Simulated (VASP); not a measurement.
# AlGa3N4 (P-43m) in VASP: notebook, part 2 of 2

VASP 6.6.1. Earlier steps stand in the parts before.

## Step 4: Single point, r2SCAN (12.24 Å³/atom)

This run uses another cell than the first one, of 12.24 Å³/atom.

Input file POSCAR:

```
AlGa3N4
1.0
    4.6094862793      0.0000000000      0.0000000000
    0.0000000000      4.6094862793      0.0000000000
    0.0000000000      0.0000000000      4.6094862793
Al Ga N
1 3 4
Direct
    0.0000000000      0.0000000000      0.0000000000
    0.5000000000      0.5000000000      0.0000000000
    0.5000000000      0.0000000000      0.5000000000
    0.0000000000      0.5000000000      0.5000000000
    0.7553510551      0.7553510551      0.2446489449
    0.7553510551      0.2446489449      0.7553510551
    0.2446489449      0.7553510551      0.7553510551
    0.2446489449      0.2446489449      0.2446489449
```

Input file INCAR.step1:

```
SYSTEM = AlGa3N4
PREC = Accurate ; ENCUT = 910
ISMEAR = 0 ; SIGMA = 0.02
LREAL = .False. ; LASPH = .True.
NELM = 120 ; NBANDS = 41
GGA = PE ; ALGO = Normal
EDIFF = 1E-5 ; LWAVE = .True.
LCHARG = .False. ; GGA_COMPAT = .False.
```

Input file INCAR.step2:

```
SYSTEM = AlGa3N4
PREC = Accurate ; ENCUT = 910
EDIFF = 1E-6 ; ISMEAR = 0
SIGMA = 0.02 ; LREAL = .False.
LASPH = .True. ; NELM = 120
ALGO = Normal ; ISIF = 2
LWAVE = .False. ; LCHARG = .True.
METAGGA = R2SCAN ; LMIXTAU = .True.
LELF = .True. ; LVHAR = .True.
NBANDS = 41 ; ISTART = 1
GGA_COMPAT = .False.
```

Input file KPOINTS:

```
regular mesh
0
Gamma
  6 6 6
  0 0 0
```

Potentials or basis: VASP PAW PBE potentials, release 64 (Al, Ga_d, N_h).

Started as:

```bash
$ cat potpaw_PBE.64/Al/POTCAR potpaw_PBE.64/Ga_d/POTCAR potpaw_PBE.64/N_h/POTCAR > POTCAR
$ cp INCAR.step1 INCAR
$ mpirun -np 1 vasp_std > vasp.out
$ cp INCAR.step2 INCAR
$ mpirun -np 1 vasp_std > vasp.out
```

OUTCAR:

```text
SYSTEM = AlGa3N4
   PREC = Accurate
   ENCUT = 910
   EDIFF = 1E-6
   ISMEAR = 0
   LREAL = .False.
   LASPH = .True.
   NELM = 120
   ISIF = 2
   METAGGA = R2SCAN
   ISTART = 1

 ion  position               nearest neighbor table
   1  0.000  0.000  0.000-   5 1.95   6 1.95   7 1.95   8 1.95
   2  0.500  0.500  0.000-   5 2.01   6 2.01   7 2.01   8 2.01
   3  0.500  0.000  0.500-   5 2.01   6 2.01   7 2.01   8 2.01
   4  0.000  0.500  0.500-   5 2.01   6 2.01   7 2.01   8 2.01
   5  0.755  0.755  0.245-   1 1.95   2 2.01   3 2.01   4 2.01
   6  0.755  0.245  0.755-   1 1.95   2 2.01   3 2.01   4 2.01
   7  0.245  0.755  0.755-   1 1.95   2 2.01   3 2.01   4 2.01
   8  0.245  0.245  0.245-   1 1.95   2 2.01   3 2.01   4 2.01

  LATTYP: Found a simple cubic cell.
 ALAT       =     4.6094862793

  Lattice vectors:

 A1 = (   4.6094862793,   0.0000000000,   0.0000000000)
 A2 = (   0.0000000000,   4.6094862793,   0.0000000000)
 A3 = (   0.0000000000,   0.0000000000,   4.6094862793)

Analysis of symmetry for initial positions (statically):
=====================================================================
[... 188 lines left out ...]
  band No.  band energies     occupation
      1     -11.2675      2.00000
      2     -10.2556      2.00000
      3     -10.2556      2.00000
      4     -10.2556      2.00000
      5      -9.0147      2.00000
      6      -9.0147      2.00000
[... 869 lines left out ...]
     40      14.6971      0.00000
     41      14.6972      0.00000

------------------------ aborting loop because EDIFF is reached ----------------------------------------

  FORCE on cell =-STRESS in cart. coord.  units (eV):
  Direction    XX          YY          ZZ          XY          YZ          ZX
  --------------------------------------------------------------------------------------
  -------------------------------------------------------------------------------------
  Total       -9.2719733     -9.2719733     -9.2719733     -0.0000000      0.0000000     -0.0000000
  in kB     -151.6789015   -151.6789015   -151.6789015     -0.0000000      0.0000000     -0.0000000
  external PRESSURE =    -151.6789015 kB  Pullay stress =       0.0000000 kB

 VOLUME and BASIS-vectors are now :
 -----------------------------------------------------------------------------
  energy-cutoff  :      910.00
  volume of cell :       97.94
      direct lattice vectors                 reciprocal lattice vectors
     4.609486279  0.000000000  0.000000000     0.216943915  0.000000000  0.000000000
     0.000000000  4.609486279  0.000000000     0.000000000  0.216943915  0.000000000
     0.000000000  0.000000000  4.609486279     0.000000000  0.000000000  0.216943915

 POSITION                                       TOTAL-FORCE (eV/Angst)
 -----------------------------------------------------------------------------------
      0.00000      0.00000      0.00000         0.000000     -0.000000     -0.000000
      2.30474      2.30474      0.00000         0.000000     -0.000000     -0.000000
      2.30474      0.00000      2.30474         0.000000     -0.000000     -0.000000
      0.00000      2.30474      2.30474         0.000000     -0.000000     -0.000000
      3.48178      3.48178      1.12771         0.038980      0.038980     -0.038980
      3.48178      1.12771      3.48178         0.038980     -0.038980      0.038980
      1.12771      3.48178      3.48178        -0.038980      0.038980      0.038980
      1.12771      1.12771      1.12771        -0.038980     -0.038980     -0.038980
 -----------------------------------------------------------------------------------
    total drift:                                0.000000      0.000000      0.000000

  FREE ENERGIE OF THE ION-ELECTRON SYSTEM (eV)
  ---------------------------------------------------
  free  energy   TOTEN  =       -84.4230663011 eV

  energy  without entropy=      -84.4230663011  energy(sigma->0) =      -84.42306630
```

OUTCAR.step1:

```text
SYSTEM = AlGa3N4
   PREC = Accurate
   ENCUT = 910
   ISMEAR = 0
   LREAL = .False.
   LASPH = .True.
   NELM = 120
[... 1117 lines left out ...]
      3.48178      1.12771      3.48178         0.055740     -0.055740      0.055740
      1.12771      3.48178      3.48178        -0.055740      0.055740      0.055740
      1.12771      1.12771      1.12771        -0.055740     -0.055740     -0.055740
 -----------------------------------------------------------------------------------
    total drift:                                0.000000      0.000000     -0.000000

  FREE ENERGIE OF THE ION-ELECTRON SYSTEM (eV)
  ---------------------------------------------------
  free  energy   TOTEN  =       -51.1270558609 eV

  energy  without entropy=      -51.1270558609  energy(sigma->0) =      -51.12705586
```

OSZICAR.step1:

```text
N       E                     dE             d eps       ncg     rms          rms(c)
DAV:   1     0.795765467985E+03    0.79577E+03   -0.38942E+04  1841   0.350E+03
DAV:   2     0.126117490984E+03   -0.66965E+03   -0.62653E+03  1656   0.832E+02
DAV:   3    -0.391965788709E+02   -0.16531E+03   -0.15609E+03  1996   0.246E+02
DAV:   4    -0.580979445801E+02   -0.18901E+02   -0.18534E+02  2223   0.769E+01
DAV:   5    -0.590378254106E+02   -0.93988E+00   -0.93666E+00  2098   0.164E+01    0.151E+01
DAV:   6    -0.509188689673E+02    0.81190E+01   -0.25914E+01  3145   0.530E+01    0.422E+00
DAV:   7    -0.511547171504E+02   -0.23585E+00   -0.33980E+00  1915   0.107E+01    0.297E+00
DAV:   8    -0.511669022929E+02   -0.12185E-01   -0.55543E-01  2642   0.634E+00    0.125E+00
DAV:   9    -0.511254099198E+02    0.41492E-01   -0.15905E-01  2647   0.466E+00    0.236E-01
DAV:  10    -0.511271646834E+02   -0.17548E-02   -0.32176E-02  2117   0.812E-01    0.180E-01
DAV:  11    -0.511271024846E+02    0.62199E-04   -0.16851E-03  2173   0.283E-01    0.756E-02
DAV:  12    -0.511270494797E+02    0.53005E-04   -0.64507E-04  2542   0.179E-01    0.143E-02
DAV:  13    -0.511270558609E+02   -0.63812E-05   -0.81012E-05  1895   0.542E-02
   1 F= -.51127056E+02 E0= -.51127056E+02  d E =-.942606E-19
```

It took 5 min on 1 thread of Intel Xeon 6975P-C (Granite Rapids), shared host; peak memory 0.45 GiB.

What came out:

- Free energy: -84.4231 eV
- Pressure: -15.2 GPa
- Largest force: 0.068 eV/Å
- Band gap on the k mesh: 2.13 eV

Forces on the atoms (eV/Å):
```
Al   0.000  0.000  0.000
Ga   0.000  0.000  0.000
Ga   0.000  0.000  0.000
Ga   0.000  0.000  0.000
N    0.039  0.039 -0.039
N    0.039 -0.039  0.039
N   -0.039  0.039  0.039
N   -0.039 -0.039 -0.039
```

Caveat: the cutoff is under 1.25 times the usual one of these potentials, so pressure, stress and relaxed cells hold a basis-set (Pulay) error; the cell stands under tension; the PAW data sets were made with another functional, which shifts forces and pressure a little.

## Step 5: Single point, r2SCAN

This run uses another cell than the first one, of 11.13 Å³/atom.

Input file POSCAR:

```
AlGa3N4
1.0
    4.4653444522      0.0000000000      0.0000000000
    0.0000000000      4.4653444522      0.0000000000
    0.0000000000      0.0000000000      4.4653444522
Al Ga N
1 3 4
Direct
    0.0000000000      0.0000000000      0.0000000000
    0.5000000000      0.5000000000      0.0000000000
    0.5000000000      0.0000000000      0.5000000000
    0.0000000000      0.5000000000      0.5000000000
    0.7553510553      0.7553510553      0.2446489447
    0.7553510553      0.2446489447      0.7553510553
    0.2446489447      0.7553510553      0.7553510553
    0.2446489447      0.2446489447      0.2446489447
```

Input file INCAR.step1:

```
ALGO = Normal ; EDIFF = 1E-5
ENCUT = 910 ; GGA = PE
GGA_COMPAT = F ; ISMEAR = 0
LASPH = T ; LCHARG = F
LREAL = F ; LWAVE = T
NBANDS = 41 ; NELM = 120
PREC = Accurate ; SIGMA = 0.05
```

Input file INCAR.step2:

```
ALGO = Normal ; EDIFF = 1E-6
ENCUT = 910 ; GGA_COMPAT = F
ISIF = 2 ; ISMEAR = 0
ISTART = 1 ; LASPH = T
LCHARG = F ; LMIXTAU = T
LREAL = F ; LWAVE = F
METAGGA = R2SCAN ; NBANDS = 41
NELM = 120 ; PREC = Accurate
SIGMA = 0.05
```

Input file KPOINTS:

```
k-points
0
Gamma
  6 6 6
```

Started as:

```bash
$ cat potpaw_PBE.64/Al/POTCAR potpaw_PBE.64/Ga_d/POTCAR potpaw_PBE.64/N_h/POTCAR > POTCAR
$ cp INCAR.step1 INCAR
$ mpirun -np 1 vasp_std > vasp.out
$ cp INCAR.step2 INCAR
$ mpirun -np 1 vasp_std > vasp.out
```

It took 8.1 min on 1 thread of AMD EPYC 9R45 (Zen 5), shared host; peak memory 0.41 GiB.

The run converged. Its results:

```yaml
Free_energy: -84.8590 eV
Pressure: 0.6 GPa
Largest_force: 0.081 eV/Å
Band_gap_on_the_k_mesh: 2.81 eV
```

Forces in eV/Å, atoms in the order of the input:
```
Al   0.000  0.000  0.000
Ga   0.000  0.000  0.000
Ga   0.000  0.000  0.000
Ga   0.000  0.000  0.000
N    0.047  0.047 -0.047
N    0.047 -0.047  0.047
N   -0.047  0.047  0.047
N   -0.047 -0.047 -0.047
```

Levels at points of the mesh, in eV from the valence-band top:
```
           k point  band 29  band 30  band 31  band 32  band 33  band 34
(0.00, 0.00, 0.00)     0.00     0.00     0.00     2.81     3.92     3.92
(0.50, 0.00, 0.00)    -1.53    -1.21    -1.21     5.45     5.55     6.79
(0.50, 0.50, 0.00)    -0.98    -0.98    -0.61     7.31     7.51     7.51
(0.50, 0.50, 0.50)    -0.68    -0.68    -0.68     5.57     5.57     5.57
```

Caveat: the cutoff is under 1.25 times the usual one of these potentials, so pressure, stress and relaxed cells hold a basis-set (Pulay) error; the PAW data sets were made with another functional, which shifts forces and pressure a little.

## Step 6: Summary

| task | potentials or basis | cell | cutoff (eV) | smearing | gap on the mesh (eV) | pressure (GPa) | largest force (eV/Å) |
| --- | --- | --- | --- | --- | --- | --- | --- |
| single point | VASP PAW PBE potentials, release 64 (Al, Ga_d, N) | a = 4.473 Å, 8 atoms | 520 | gaussian 0.02 eV | 2.78 | -0.4 | 0.08 |
| relaxation of cell and atoms | VASP PAW PBE potentials, release 64 (Al, Ga_d, N) | relaxed to -1 GPa from a = 4.480 Å, 8 atoms | 600 | gaussian 0.02 eV | 2.76 | -1.0 | - |
| single point | VASP PAW PBE potentials, release 64 (Al, Ga_d, N_h) | a = 4.609 Å, 8 atoms | 910 | gaussian 0.02 eV | 2.13 | -15.2 | 0.07 |
| single point | VASP PAW PBE potentials, release 64 (Al, Ga_d, N_h) | a = 4.465 Å, 8 atoms | 910 | gaussian 0.05 eV | 2.81 | 0.6 | 0.08 |

Alike in all rows: level r2SCAN; no spin polarisation; k mesh 6 × 6 × 6.

Caveats: the PAW data sets were made with another functional, which shifts forces and pressure a little; the cutoff is under 1.25 times the usual one of these potentials, so pressure, stress and relaxed cells hold a basis-set (Pulay) error (at least some runs); the cell is relaxed towards a set pressure, so the run minimises the enthalpy, not the energy (at least some runs); the cell stands under tension (at least some runs).

Absolute energies hang on the potentials; compare differences alone.
